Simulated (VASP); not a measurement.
Input of a VASP 6.6.1 run:

File INCAR:

```
SYSTEM = GaN
PREC     = Accurate       ! precision mode
ENCUT    = 520            ! plane-wave cutoff, eV
EDIFF    = 1E-6           ! SCF threshold, eV
ISMEAR   = -1             ! smearing method
SIGMA    = 0.05           ! smearing width, eV
LREAL    = .FALSE.        ! projectors in reciprocal space
LASPH    = .TRUE.         ! aspherical terms in the spheres
NELM     = 60             ! most SCF steps
ALGO     = Normal         ! electronic algorithm
ISIF     = 2              ! what is computed and relaxed
LWAVE    = .FALSE.        ! write WAVECAR
LCHARG   = .TRUE.         ! write CHGCAR
GGA      = RP             ! functional
IVDW     = 13             ! dispersion correction
LELF     = .TRUE.         ! ELF
LVHAR    = .TRUE.       
NBANDS   = 26             ! bands
```

Contents of KPOINTS:

```
Automatic mesh
0
G
  10 10 5
  0 0 0
```

File POSCAR:

```
GaN
1.0
    3.2218469041      0.0000000000      0.0000000000
   -1.6109234521      2.7902012661      0.0000000000
    0.0000000000      0.0000000000      5.2339814801
Ga N
2 2
Direct
    0.6666666667      0.3333333333      0.5000000000
    0.3333333333      0.6666666667      0.0000000000
    0.6666666667      0.3333333333      0.8750000000
    0.3333333333      0.6666666667      0.3750000000
```

Potentials or basis: VASP PAW PBE potentials, release 64 (Ga_d, N).

Launch:

```console
$ cat potpaw_PBE.64/Ga_d/POTCAR potpaw_PBE.64/N/POTCAR > POTCAR
$ mpirun -np 1 vasp_std > vasp.out
```

(1) Estimate the dispersion energy per atom.

(2) Predict the largest force.

## Answers

(1) -0.782 eV.

(2) 0.115 eV/Å.

Caveat: the PAW data sets were made with another functional, which shifts forces and pressure a little.
